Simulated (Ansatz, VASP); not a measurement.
Two plane-wave programs on Ru

```
Ru
1.0
     2.70580    0.00000    0.00000
    -1.35290    2.34329    0.00000
     0.00000    0.00000    4.28190
Ru
2
Cartesian
  0.0000 1.5622 1.0705
  1.3529 0.7811 3.2114
```

Alike in both runs: task electric field gradients; functional r2SCAN; k mesh 14 × 14 × 8; occupations fermi-dirac, width 0.03 eV; no spin polarisation.

```csv
,VASP,Ansatz
version,VASP 6.6.1,Ansatz 0.2.0
potentials or method,"VASP PAW PBE potentials, release 64 (Ru_pv)","PAW with Ansatz's default frozen-core files, scalar-relativistic"
plane-wave cutoff (eV),520,500
valence electrons in the cell,28,32
```

VASP gave:

```
pressure (GPa)                                                : -0.5
traceless stress, the component that is largest in VASP (GPa) : -1.57
size of Vzz on the site where it differs most (V/Å²)          : 12.4
```

Question: What did Ansatz give for the same quantities?

Answer: Pressure (GPa): -2.0; traceless stress, the component that is largest in VASP (GPa): -1.68; size of Vzz on the site where it differs most (V/Å²): 8.2.

VASP's potentials were made for PBE, not for r2SCAN. VASP's potentials hold 28 valence electrons a cell and Ansatz's 32, so a difference there can come from the potentials and not from the codes.
